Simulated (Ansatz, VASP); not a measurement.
## Pd: VASP beside Ansatz

Contents of INCAR:

```
PREC = Accurate
ENCUT = 520
EDIFF = 1E-7
ISMEAR = 0
SIGMA = 0.05
LREAL = F
LASPH = T
NELM = 80
ALGO = Fast
ISIF = 2
LWAVE = F
LCHARG = T
GGA = PE
LELF = T
LVHAR = T
NBANDS = 11
```

Contents of KPOINTS:

```
regular mesh
0
Gamma
  8 8 8
```

Contents of POSCAR:

```
Pd
1.0
    0.0000000000      1.9742705017      1.9742705017
    1.9742705017      0.0000000000      1.9742705017
    1.9742705017      1.9742705017      0.0000000000
Pd
1
Direct
    0.0000000000      0.0000000000      0.0000000000
```

Input for Ansatz:

```yaml
crystal:
  lattice:
    - [0.0, 1.9742705017, 1.9742705017]
    - [1.9742705017, 0.0, 1.9742705017]
    - [1.9742705017, 1.9742705017, 0.0]
  atoms:
    - { symbol: Pd, position: [0.0, 0.0, 0.0] }
basis:
  ecutwfc: 420
  ecutrho_ratio: 4
kpoints:
  mp_grid: { grid: [8, 8, 8] }
hamiltonian:
  xc: pbe
scf:
  occupations: { method: gaussian, width: 0.05 }
output:
  forces: true
  stress: true
  eigenvalues: true
```

Alike in both runs: task single point; functional PBE; k mesh 8 × 8 × 8; occupations gaussian, width 0.05 eV; no spin polarisation.

```csv
,VASP,Ansatz
version,VASP 6.6.1,Ansatz 0.2.0
potentials or method,"VASP PAW PBE potentials, release 64 (Pd), cutoff 520 eV","scalar-relativistic, plane waves, PAW"
valence electrons in the cell,10,18
```

Ansatz gave:

```
gap on the k mesh at the Fermi level (eV) : none
pressure (GPa)                            : 0.0
```

Task: Estimate VASP's values.

Result: gap on the k mesh at the Fermi level (eV): none; pressure (GPa): -0.3.

A gap of «none» marks a metal or a gap that the smearing closes. VASP's potentials hold 10 valence electrons a cell and Ansatz's 18, so a difference there can come from the potentials and not from the codes.
